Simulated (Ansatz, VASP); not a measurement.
**BaS: VASP beside Ansatz**

The input INCAR:

```
SYSTEM = BaS
  PREC = Accurate
  ENCUT = 520
  EDIFF = 1E-8
  ISMEAR = 1
  SIGMA = 0.001
  LREAL = .False.
  LASPH = .True.
  NELM = 60
  ALGO = Normal
  ISIF = 2
  LWAVE = .False.
  LCHARG = .False.
  GGA = PE
  LEFG = .True.
  NBANDS = 15
```

File KPOINTS:

```
Automatic mesh
0
Gamma
  9 9 9
  0 0 0
```

The input POSCAR:

```
BaS
1.0
    0.0000000000      3.5161364223      3.5161364223
    3.5161364223      0.0000000000      3.5161364223
    3.5161364223      3.5161364223      0.0000000000
Ba S
1 1
Direct
    0.0000000000      0.0000000000      0.0000000000
    0.2500000000      0.2500000000      0.2500000000
```

Input for Ansatz:

```yaml
crystal:
  lattice:
    - [0.0, 3.5161364223, 3.5161364223]
    - [3.5161364223, 0.0, 3.5161364223]
    - [3.5161364223, 3.5161364223, 0.0]
  atoms:
    - { symbol: Ba, position: [0.0, 0.0, 0.0] }
    - { symbol: S, position: [0.25, 0.25, 0.25] }
kpoints:
  mp_grid: { grid: [9, 9, 9] }
  band_path:
    path:
      - [0.0, 0.0, 0.0]
      - [-0.5, -0.5, 0.0]
      - [-0.375, -0.375, 0.25]
      - [-0.375, 0.0, 0.375]
      - [0.0, 0.0, 0.0]
      - [0.0, 0.0, 0.5]
      - [-0.5, -0.25, 0.25]
      - [-0.5, -0.5, 0.0]
    npoints: 14
scf:
  occupations: { method: methfessel_paxton, width: 0.001 }
hamiltonian:
  xc: pbe
  pseudopotentials: { kind: paw, source: jth }
output:
  forces: true
  stress: true
  eigenvalues: true
  efg: { contact_densities: true }
  populations: true
```

Alike in both runs: task electric field gradients; functional PBE; k mesh 9 × 9 × 9; occupations methfessel-paxton of order 1, width 0.001 eV; no spin polarisation.

```csv
,VASP,Ansatz
version,VASP 6.6.1,Ansatz 0.2.0
potentials or method,"VASP PAW PBE potentials, release 64 (Ba_sv, S)","PAW with Ansatz's default frozen-core files, scalar-relativistic"
plane-wave cutoff (eV),520,780
valence electrons in the cell,16,16
```

VASP gave:

| Item | Value |
| --- | --- |
| gap on the k mesh at the Fermi level (eV) | 2.79 |
| pressure (GPa) | 0.5 |

What did Ansatz give for the same quantities?

gap on the k mesh at the Fermi level (eV): 2.79; pressure (GPa): 0.4.

With one functional, cell and mesh, what is left measures potentials, basis and numerics. Ansatz's warnings: cores frozen at nuclei, radial quadrature taken.

Spin-orbit coupling is off throughout.
